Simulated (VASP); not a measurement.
# CaSe in VASP: notebook

The runs below take CaSe through single point, with PBE, r2SCAN.

Everything below comes from runs of VASP 6.6.1. Logs are shortened: lines on timing, memory, paths and dates and some standing lists are left out, and cuts for length are marked.

### 1 The cell of the first run

It takes space group I4/mmm (No. 139, tetragonal). Conventional cell: a = 4.197 Å, b = 4.197 Å, c = 5.816 Å, α = 90.00°, β = 90.00°, γ = 90.00°. Within 3.8 Å of Ca (site symmetry 4/mmm) lie 6 Se at 2.91 to 2.97 Å. Within 3.8 Å of Se (site symmetry 4/mmm) lie 6 Ca at 2.91 to 2.97 Å.

### 2 Single point, PBE (uniaxial x strain -2.0%)

Input file INCAR:

```
SYSTEM = CaSe
PREC = Accurate
ENCUT = 520
EDIFF = 1E-6
ISMEAR = 0
SIGMA = 0.01
LREAL = .FALSE.
LASPH = .TRUE.
NELM = 80
ALGO = Normal
ISIF = 2
LWAVE = .FALSE.
LCHARG = .FALSE.
GGA = PE
NBANDS = 15
```

Input file KPOINTS:

```
regular mesh
0
G
  4 4 4
  0 0 0
```

Input file POSCAR:

```
CaSe
1.0
    0.0000000000      2.9675351127      2.9675351127
    2.9081844104      0.0000000000      2.9675351127
    2.9081844104      2.9675351127      0.0000000000
Ca Se
1 1
Direct
    0.0000000000      0.0000000000      0.0000000000
    0.5000000000      0.5000000000      0.5000000000
```

Potentials or basis: VASP PAW PBE potentials, release 64 (Ca_sv, Se).

Command:

```sh
$ cat potpaw_PBE.64/Ca_sv/POTCAR potpaw_PBE.64/Se/POTCAR > POTCAR
$ mpirun -np 1 vasp_std > vasp.out
```

OUTCAR:

```text
SYSTEM = CaSe
   PREC = Accurate
   ENCUT = 520
   EDIFF = 1E-6
   ISMEAR = 0
   LREAL = .FALSE.
   LASPH = .TRUE.
   NELM = 80
   ISIF = 2
   GGA = PE

 ion  position               nearest neighbor table
   1  0.000  0.000  0.000-   2 2.91   2 2.91   2 2.97   2 2.97   2 2.97   2 2.97
   2  0.500  0.500  0.500-   1 2.91   1 2.91   1 2.97   1 2.97   1 2.97   1 2.97

  LATTYP: Found a body centered tetragonal cell.
 ALAT       =     4.1967284032
 C/A-ratio  =     1.3859292911

  Lattice vectors:

 A1 = (  -2.9081844104,   0.0000000000,  -2.9675351127)
 A2 = (  -2.9081844104,   0.0000000000,   2.9675351127)
 A3 = (   2.9081844104,   2.9675351127,   0.0000000000)

Analysis of symmetry for initial positions (statically):
=====================================================================
 Subroutine PRICEL returns:
 Original cell was already a primitive cell.

 Routine SETGRP: Setting up the symmetry group for a
 body centered tetragonal supercell.

 Subroutine GETGRP returns: Found 16 space group operations
 (whereof 16 operations were pure point group operations)
 out of a pool of 16 trial point group operations.

The static configuration has the point symmetry D_4h.

Analysis of symmetry for dynamics (positions and initial velocities):
=====================================================================
 Subroutine PRICEL returns:
 Original cell was already a primitive cell.

 Routine SETGRP: Setting up the symmetry group for a
 body centered tetragonal supercell.

 Subroutine GETGRP returns: Found 16 space group operations
 (whereof 16 operations were pure point group operations)
 out of a pool of 16 trial point group operations.

The dynamic configuration has the point symmetry D_4h.

 Subroutine INISYM returns: Found 16 space group operations
 (whereof 16 operations are pure point group operations),
 and found     1 'primitive' translations

----------------------------------------------------------------------------------------

                                     Primitive cell

  volume of cell :      51.2205

  direct lattice vectors                    reciprocal lattice vectors
     0.000000000  2.967535113  2.967535113    -0.171928574  0.168490003  0.168490003
     2.908184410  0.000000000  2.967535113     0.171928574 -0.168490003  0.168490003
     2.908184410  2.967535113  0.000000000     0.171928574  0.168490003 -0.168490003

  length of vectors
     4.196728403  4.154973070  4.154973070     0.293831920  0.293831920  0.293831920

  position of ions in fractional coordinates (direct lattice)
     0.000000000  0.000000000  0.000000000
     0.500000000  0.500000000  0.500000000

  ion indices of the primitive-cell ions
   primitive index   ion index
                 1           1
                 2           2

----------------------------------------------------------------------------------------

 KPOINTS: regular mesh

Automatic generation of k-mesh.
 Grid dimensions read from file:
 generate k-points for:    4    4    4

 Generating k-lattice:

  Cartesian coordinates                     Fractional coordinates (reciprocal lattice)
    -0.042982144  0.042122501  0.042122501     0.250000000  0.000000000  0.000000000
     0.042982144 -0.042122501  0.042122501     0.000000000  0.250000000  0.000000000
     0.042982144  0.042122501 -0.042122501     0.000000000  0.000000000  0.250000000

  Length of vectors
     0.073457980  0.073457980  0.073457980

  Shift w.r.t. Gamma in fractional coordinates (k-lattice)
     0.000000000  0.000000000  0.000000000

 Subroutine IBZKPT returns following result:
 ===========================================

 Found     13 irreducible k-points:

 Following reciprocal coordinates:
            Coordinates               Weight
  0.000000  0.000000  0.000000      1.000000
  0.250000  0.000000  0.000000      8.000000
  0.500000  0.000000  0.000000      4.000000
  0.250000  0.250000  0.000000      4.000000
  0.500000  0.250000  0.000000     16.000000
 -0.250000  0.250000 -0.000000      8.000000
  0.500000  0.500000  0.000000      2.000000
  0.000000  0.250000  0.250000      2.000000
  0.500000  0.250000  0.250000      4.000000
 -0.250000  0.250000  0.250000      8.000000
 -0.250000  0.500000  0.250000      4.000000
  0.500000 -0.250000  0.250000      2.000000
  0.000000  0.500000  0.500000      1.000000
   k-points           NKPTS =     13   k-points in BZ     NKDIM =     13   number of bands    NBANDS=     15
   number of dos      NEDOS =    301   number of ions     NIONS =      2
   total plane-waves  NPLWV =  32768
   dimension x,y,z NGX =    32 NGY =   32 NGZ =   32
   dimension x,y,z NGXF=    64 NGYF=   64 NGZF=   64
   ions per type =               1   1
   NGX,Y,Z   is equivalent  to a cutoff of  12.68, 12.80, 12.80 a.u.
   NGXF,Y,Z  is equivalent  to a cutoff of  25.35, 25.61, 25.61 a.u.
 SYSTEM =  CaSe
   PREC   = accura    normal or accurate (medium, high low for compatibility)
   ISTART =      0    job   : 0-new  1-cont  2-samecut
   ICHARG =      2    charge: 1-file 2-atom 10-const
   ISPIN  =      1    spin polarized calculation?
   LNONCOLLINEAR =      F non collinear calculations
   LSORBIT =      F    spin-orbit coupling
   LASPH  =      T    aspherical Exc in radial PAW
   ENCUT  =  520.0 eV  38.22 Ry    6.18 a.u.   7.80  7.73  7.73*2*pi/ulx,y,z
   NELM   =     80;   NELMIN=  2; NELMDL= -5     # of ELM steps
   EDIFF  = 0.1E-05   stopping-criterion for ELM
   LREAL  =      F    real-space projection
   EDIFFG = 0.1E-04   stopping-criterion for IOM
   NSW    =      0    number of steps for IOM
   IBRION =     -1    ionic relax: 0-MD 1-quasi-New 2-CG
   NFREE  =      0    steps in history (QN), initial steepest desc. (CG)
   ISIF   =      2    stress and relaxation
   ISYM   =      2    0-nonsym 1-usesym 2-fastsym
   POTIM  = 0.5000    time-step for ionic-motion
   TEBEG  =    0.0;   TEEND  =   0.0 temperature during run
   PSTRESS=    0.0 pullay stress
   NELECT =      16.0000    total number of electrons
   NUPDOWN=      -1.0000    fix difference up-down
   EMIN   =  10.00;   EMAX   =-10.00  energy-range for DOS
   EFERMI =   0.00;   METHOD = LEGACY
   ISMEAR =     0;   SIGMA  =   0.01  broadening in eV -4-tet -1-fermi 0-gaus
   EFERMI_NEDOS =   21; number of points for ismear=-14 and -15
   IALGO  =     38    algorithm
   IMIX   =      4    mixing-type and parameters
     AMIX     =   0.40;   BMIX     =  1.00
     AMIX_MAG =   1.60;   BMIX_MAG =  1.00
  volume/ion in A,a.u.               =      25.61       172.83
  Fermi-wavevector in a.u.,A,eV,Ry     =   1.110794  2.099097 16.787735  1.233864
  Thomas-Fermi vector in A             =   2.247350
   LORBIT       =      0    0 simple, 1 ext, 2 COOP (PROOUT), +10 PAW based schemes
   GGA     = PE    functional components
   LHFCALC =     F    Hartree Fock is set to
   AEXX    =    0.0000 exact exchange contribution
   IVDW    =     0    specifies the selected vdW correction
   LEPSILON=     F    determine dielectric tensor
   LRPA    =     F    only Hartree local field effects (RPA)
 non-spin polarized calculation
 Gauss-broadening in eV      SIGMA  =   0.01
  energy-cutoff  :      520.00
  volume of cell :       51.22
 maximum number of plane-waves:      1395
   NGX = 15   NGY = 15   NGZ = 15

 number of electron      15.9999998 magnetization

 Free energy of the ion-electron system (eV)
  ---------------------------------------------------
  ext. energy  EPLUGINS =         0.00000000
  ---------------------------------------------------
  free energy    TOTEN  =        -9.45437318 eV

  energy without entropy =       -9.45437318  energy(sigma->0) =       -9.45437318

 E-fermi :   2.6642     XC(G=0):  -9.1935

 val. band max:        2.5368866850   @ k =   0.0000   0.0000   0.0000
 cond. band min:       4.5108385662   @ k =   0.0000   0.5000   0.5000
 fundamental gap:      1.9739518811
 Fermi energy:         2.6642262066

 k-point     1 :       0.0000    0.0000    0.0000
  band No.  band energies     occupation
      1     -37.2033      2.00000
      2     -18.2009      2.00000
      3     -18.2009      2.00000
      4     -18.1963      2.00000
      5      -9.3043      2.00000
      6       2.5256      2.00000
      7       2.5256      2.00000
      8       2.5369      2.00000
      9       5.8995      0.00000
     10       6.1767      0.00000
     11       6.1767      0.00000
     12       6.3104      0.00000
     13       6.7631      0.00000
     14       6.8590      0.00000
     15      12.2541      0.00000

 k-point     2 :       0.2500    0.0000    0.0000
  band No.  band energies     occupation
      1     -37.1997      2.00000
      2     -18.2603      2.00000
      3     -18.2059      2.00000
      4     -18.2010      2.00000
      5      -8.9657      2.00000
      6       0.5013      2.00000
      7       1.8063      2.00000
      8       1.8163      2.00000
      9       6.2523      0.00000
     10       6.9375      0.00000
     11       6.9830      0.00000
     12       8.1691      0.00000
     13       8.1751      0.00000
     14       8.4299      0.00000
     15      11.9721      0.00000

 k-point     3 :       0.5000    0.0000    0.0000
  band No.  band energies     occupation
      1     -37.1961      2.00000
      2     -18.3196      2.00000
      3     -18.2109      2.00000
      4     -18.2041      2.00000
      5      -8.5847      2.00000
      6      -0.7982      2.00000
      7       1.3006      2.00000
      8       1.3090      2.00000
      9       7.0552      0.00000
     10       8.0108      0.00000
     11       8.0468      0.00000
     12       8.0718      0.00000
     13      10.0120      0.00000
     14      10.1757      0.00000
     15      10.5185      0.00000
[... 145 lines left out ...]
 k-point    12 :       0.5000   -0.2500    0.2500
  band No.  band energies     occupation
      1     -37.1940      2.00000
      2     -18.2591      2.00000
      3     -18.2591      2.00000
      4     -18.2408      2.00000
      5      -8.6102      2.00000
      6       0.5131      2.00000
      7       0.5131      2.00000
      8       0.7693      2.00000
      9       7.0298      0.00000
     10       7.0298      0.00000
     11       7.7402      0.00000
     12       8.2404      0.00000
     13       8.5638      0.00000
     14      11.4606      0.00000
     15      11.7652      0.00000

 k-point    13 :       0.0000    0.5000    0.5000
  band No.  band energies     occupation
      1     -37.1933      2.00000
      2     -18.2840      2.00000
      3     -18.2378      2.00000
      4     -18.2378      2.00000
      5      -8.6976      2.00000
      6       0.0249      2.00000
      7       1.5345      2.00000
      8       1.5345      2.00000
      9       4.5108      0.00000
     10       7.5966      0.00000
     11       7.6063      0.00000
     12       8.5848      0.00000
     13       8.5848      0.00000
     14       8.6164      0.00000
     15      12.7612      0.00000

------------------------ aborting loop because EDIFF is reached ----------------------------------------

  FORCE on cell =-STRESS in cart. coord.  units (eV):
  Direction    XX          YY          ZZ          XY          YZ          ZX
  --------------------------------------------------------------------------------------
  -------------------------------------------------------------------------------------
  Total        1.0913383      0.4117787      0.4117787     -0.0000000      0.0000000      0.0000000
  in kB       34.1370765     12.8804424     12.8804424     -0.0000000      0.0000000      0.0000000
  external PRESSURE =      19.9659871 kB  Pullay stress =       0.0000000 kB

 VOLUME and BASIS-vectors are now :
 -----------------------------------------------------------------------------
  energy-cutoff  :      520.00
  volume of cell :       51.22
      direct lattice vectors                 reciprocal lattice vectors
     0.000000000  2.967535113  2.967535113    -0.171928574  0.168490003  0.168490003
     2.908184410  0.000000000  2.967535113     0.171928574 -0.168490003  0.168490003
     2.908184410  2.967535113  0.000000000     0.171928574  0.168490003 -0.168490003

 POSITION                                       TOTAL-FORCE (eV/Angst)
 -----------------------------------------------------------------------------------
      0.00000      0.00000      0.00000        -0.000000      0.000000     -0.000000
      2.90818      2.96754      2.96754         0.000000     -0.000000      0.000000
 -----------------------------------------------------------------------------------
    total drift:                                0.000000     -0.000000     -0.000000

  FREE ENERGIE OF THE ION-ELECTRON SYSTEM (eV)
  ---------------------------------------------------
  free  energy   TOTEN  =        -9.4543731822 eV

  energy  without entropy=       -9.4543731822  energy(sigma->0) =       -9.45437318
```

Run time: 5.7 s. Hardware: 1 thread of AMD EPYC 9R45 (Zen 5), shared host; peak memory 0.15 GiB.

What came out:

* Free energy: -9.4544 eV
* Pressure: 2.0 GPa
* Band gap on the k mesh: 1.97 eV, indirect (least direct gap 2.89 eV)

Stress tensor (GPa, compression positive):
```
3.41 0.00 0.00
0.00 1.29 0.00
0.00 0.00 1.29
```

Caveat: the k points lie up to 0.46 Å⁻¹ apart; the cell differs from its parent crystal (uniaxial x strain -2.0%).

### 3 Single point, PBE (epitaxial xy strain +2.0%)

Input file INCAR:

```
PREC     = Accurate       # precision mode
ENCUT    = 520            # plane-wave cutoff, eV
EDIFF    = 1E-6           # SCF threshold, eV
ISMEAR   = 0              # smearing method
SIGMA    = 0.01           # smearing width, eV
LREAL    = False          # projectors in reciprocal space
LASPH    = True           # aspherical terms in the spheres
NELM     = 80             # most SCF steps
ALGO     = Normal         # electronic algorithm
ISIF     = 2              # what is computed and relaxed
LWAVE    = False          # write WAVECAR
LCHARG   = True           # write CHGCAR
GGA      = PE             # functional
LELF     = True           # ELF
LVHAR    = True         
NBANDS   = 15             # bands
```

Input file KPOINTS:

```
Automatic mesh
0
Gamma
  4 4 4
```

Input file POSCAR:

```
CaSe
1.0
    0.0000000000      3.0268858150      2.9474478378
    3.0268858150      0.0000000000      2.9474478378
    3.0268858150      3.0268858150      0.0000000000
Ca Se
1 1
Direct
    0.0000000000      0.0000000000      0.0000000000
    0.5000000000      0.5000000000      0.5000000000
```

Potentials or basis: VASP PAW PBE potentials, release 64 (Ca_sv, Se).

Command:

```sh
$ cat potpaw_PBE.64/Ca_sv/POTCAR potpaw_PBE.64/Se/POTCAR > POTCAR
$ mpirun -np 1 vasp_std > vasp.out
```

It took 6.8 s on 1 thread of AMD EPYC 9R45 (Zen 5), shared host; peak memory 0.14 GiB.

The run converged. Its results:

* Free energy: -9.4626 eV
* Pressure: -0.6 GPa
* Band gap on the k mesh: 2.10 eV, indirect (least direct gap 2.95 eV)

Stress tensor (GPa, compression positive):
```
-1.36  0.00  0.00
 0.00 -1.36  0.00
 0.00  0.00  0.81
```

Levels at points of the mesh, in eV from the valence-band top:
| k point | band 5 | band 6 | band 7 | band 8 | band 9 | band 10 | band 11 | band 12 |
| --- | --- | --- | --- | --- | --- | --- | --- | --- |
| (0.00, 0.00, 0.00) | -11.66 | 0.00 | 0.00 | 0.00 | 3.09 | 3.65 | 3.65 | 3.81 |
| (0.50, 0.00, 0.00) | -11.03 | -3.13 | -1.12 | -1.11 | 4.43 | 5.33 | 5.38 | 5.41 |
| (0.50, 0.50, 0.00) | -11.11 | -2.36 | -0.96 | -0.96 | 2.10 | 4.83 | 4.99 | 5.86 |
| (0.50, 0.00, 0.50) | -11.13 | -2.44 | -0.90 | -0.83 | 2.12 | 4.80 | 5.00 | 5.82 |

Caveat: the k points lie up to 0.45 Å⁻¹ apart; the cell differs from its parent crystal (epitaxial xy strain +2.0%). A k mesh can miss the band edges.

(Continued in part 2 of 2.)
